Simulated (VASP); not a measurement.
Set up this calculation in VASP 6.6.1, as the native input.

| Quantity | Value |
| --- | --- |
| Task | single point |
| Functional | PBE |
| Potentials or basis | VASP PAW PBE potentials, release 64 (Cd, Hg, O) |
| Cutoff | 520 eV |
| k mesh | 6 × 4 × 6 |
| Occupations | gaussian, width 0.2 eV |
| Spin | no spin polarisation |
| Dipole correction | no |
| Further INCAR settings | ALGO = Normal; EDIFF = 1e-07; NBANDS = 66 |

The structure of Cd2HgO3 lies in POSCAR:

```
Cd2HgO3
1.0
    0.0000000000     -3.3961642000      0.0000000000
    6.7923284000      0.0000000000      0.0000000000
   -1.6980821000      1.6980821000      7.2950453000
Cd Hg O
4 2 6
Direct
    0.8326010000      0.4163005000      0.6652020000
    0.8326010000      0.9163005000      0.6652020000
    0.1673990000      0.0836995000      0.3347980000
    0.1673990000      0.5836995000      0.3347980000
    0.5000000000      0.2500000000      0.0000000000
    0.5000000000      0.7500000000      0.0000000000
    0.0000000000      0.0000000000      0.0000000000
    0.0000000000      0.5000000000      0.0000000000
    0.6701030000      0.3350515000      0.3402060000
    0.6701030000      0.8350515000      0.3402060000
    0.3298970000      0.1649485000      0.6597940000
    0.3298970000      0.6649485000      0.6597940000
```

One way to write it, as run:

INCAR

```
SYSTEM = Cd2HgO3
PREC = Accurate
ENCUT = 520
EDIFF = 1E-7
ISMEAR = 0
SIGMA = 0.2
LREAL = .False.
LASPH = .True.
NELM = 80
ALGO = Normal
ISIF = 2
LWAVE = .False.
LCHARG = .False.
GGA = PE
NBANDS = 66
```

KPOINTS

```
Automatic mesh
0
Gamma
  6 4 6
  0 0 0
```

Potentials or basis: VASP PAW PBE potentials, release 64 (Cd, Hg, O).

Run with:

```sh
$ cat potpaw_PBE.64/Cd/POTCAR potpaw_PBE.64/Hg/POTCAR potpaw_PBE.64/O/POTCAR > POTCAR
$ mpirun -np 1 vasp_std > vasp.out
```

Results of the run:

```yaml
Pressure: 1.1 GPa
Largest_force: 0.014 eV/Å
Band_gap_on_the_k_mesh: zero (bands 54 and 55 overlap by 0.30 eV)
```

Caveat: semilocal functionals underestimate gaps, so a narrow gap can read as zero; spin-orbit coupling is left out, which moves the levels of the heavy elements.

It took 6.2 min on 1 thread of Intel(R) Xeon(R) 6975P-C (Granite Rapids), on a shared host, peak memory 0.55 GiB.
